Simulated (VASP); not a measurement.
Ni3PdC: single point with r2SCAN

The system is Ni3PdC.

```
Pd C Ni
1.0
     3.80456    0.00000    0.00000
     0.00000    3.80456    0.00000
     0.00000    0.00000    3.80456
Pd C Ni
1 1 3
Cartesian
  0.0000 0.0000 0.0000
  1.9023 1.9023 1.9023
  1.9023 1.9023 0.0000
  1.9023 0.0000 1.9023
  0.0000 1.9023 1.9023
```

```json
{
  "Program": "VASP 6.6.1",
  "Task": "single point",
  "Functional": "r2SCAN",
  "Potentials or basis": "VASP PAW PBE potentials, release 64 (Pd, C, Ni)",
  "Cutoff": "520 eV",
  "k mesh": "10 × 10 × 10",
  "Occupations": "gaussian, width 0.1 eV",
  "Spin": "no spin polarisation",
  "Dipole correction": "no",
  "Further INCAR settings": "ALGO = Normal; EDIFF = 1e-06; NBANDS = 30"
}
```

```
Pressure               : -5.1 GPa
Band gap on the k mesh : zero (bands 22 and 23 overlap by 0.28 eV)
```

Levels at points of the mesh, in eV from the Fermi level:
| k point | band 18 | band 19 | band 20 | band 21 | band 22 | band 23 | band 24 | band 25 | band 26 | band 27 |
| --- | --- | --- | --- | --- | --- | --- | --- | --- | --- | --- |
| (0.00, 0.00, 0.00) | -0.75 | -0.48 | -0.48 | -0.45 | 0.12 | 0.12 | 0.12 | 3.57 | 7.03 | 7.03 |
| (0.50, 0.00, 0.00) | -1.29 | -0.97 | -0.75 | -0.59 | 0.12 | 0.34 | 0.34 | 3.98 | 4.81 | 7.12 |
| (0.50, 0.50, 0.00) | -1.30 | -1.30 | -0.95 | -0.20 | 0.04 | 0.04 | 1.33 | 1.49 | 6.50 | 6.50 |
| (0.50, 0.50, 0.50) | -0.67 | -0.67 | -0.17 | -0.17 | 0.13 | 0.13 | 0.13 | 2.46 | 2.46 | 2.46 |

Run time: 2.7 min on 1 thread of Intel(R) Xeon(R) Platinum 8488C (Sapphire Rapids) (shared host), peak memory 0.23 GiB.

Caveat: the cell stands under tension; the PAW data sets were made with another functional, which shifts forces and pressure a little. Spin polarisation is off, so any magnetic state and its effect on volume and gap are missing.
